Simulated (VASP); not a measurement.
## WC: relaxation of cell and atoms with PBEsol

WC:

```
CELL_PARAMETERS angstrom
0.00000 2.19268 2.19268
2.19268 0.00000 2.19268
2.19268 2.19268 0.00000
ATOMIC_POSITIONS crystal
W 0.00000 0.00000 0.00000
C 0.50000 0.50000 0.50000
```

| Item | Value |
| --- | --- |
| Program | VASP 6.6.1 |
| Task | relaxation of cell and atoms |
| Functional | PBEsol |
| Potentials or basis | VASP PAW PBE potentials, release 64 (W_sv, C) |
| Cutoff | 600 eV |
| k mesh | 10 × 10 × 10 |
| Occupations | fermi-dirac, width 0.05 eV |
| Spin | no spin polarisation |
| Target pressure | 20 GPa |
| Dipole correction | no |
| Further INCAR settings | ALGO = Normal; EDIFF = 1e-06; IBRION = 2; EDIFFG = -0.02; NSW = 80; ISIF = 3 |

| Property | Result |
| --- | --- |
| Relaxed volume | 9.81 Å³/atom |
| Relaxed cell | a = 3.028 Å, b = 3.028 Å, c = 3.028 Å, α = 60.00°, β = 60.00°, γ = 60.00° |
| Space group after relaxing (to 0.05 Å) | Fm-3m (No. 225) |
| Energy change on relaxing (the enthalpy is what falls) | +20.1 meV/atom |
| Ionic steps | 5 |
| Pressure after relaxing | 20.0 GPa |

The path:
```tsv
step	energy change (eV)	largest force (eV/Å)	pressure (GPa)	volume (Å³)
1	0.0000	0.0000	-9.33	21.08
2	2.1922	0.0000	184.90	15.73
3	0.0251	0.0000	16.88	19.76
4	0.0365	0.0000	19.26	19.66
5	0.0402	0.0000	20.00	19.63
```

Final structure:
```
W C
1.0
     0.00000    2.14093    2.14093
     2.14093    0.00000    2.14093
     2.14093    2.14093    0.00000
W C
1 1
Direct
  0.00000 0.00000 0.00000
  0.50000 0.50000 0.50000
```

Levels at points of the mesh, in eV from the Fermi level:
```csv
k point,band 7,band 8,band 9,band 10,band 11,band 12
"(0.00, 0.00, 0.00)",-3.10,-3.10,-1.23,-1.23,-1.23,-1.10
"(0.50, 0.00, 0.00)",-7.16,-7.16,1.15,1.15,2.58,4.95
"(0.50, 0.50, 0.00)",-5.80,-2.65,-2.65,0.94,2.53,2.53
```

Run time: 33 s on 1 thread of Intel(R) Xeon(R) 6975P-C (Granite Rapids), with other jobs on the host, peak memory 0.18 GiB.

Caveat: the cell is relaxed towards a set pressure, so the enthalpy falls and the energy may rise; the bands computed are all filled at some k points, so no gap is given; the PAW data sets were made with another functional, which shifts forces and pressure a little; spin-orbit coupling is left out, which moves the levels of the heavy elements.
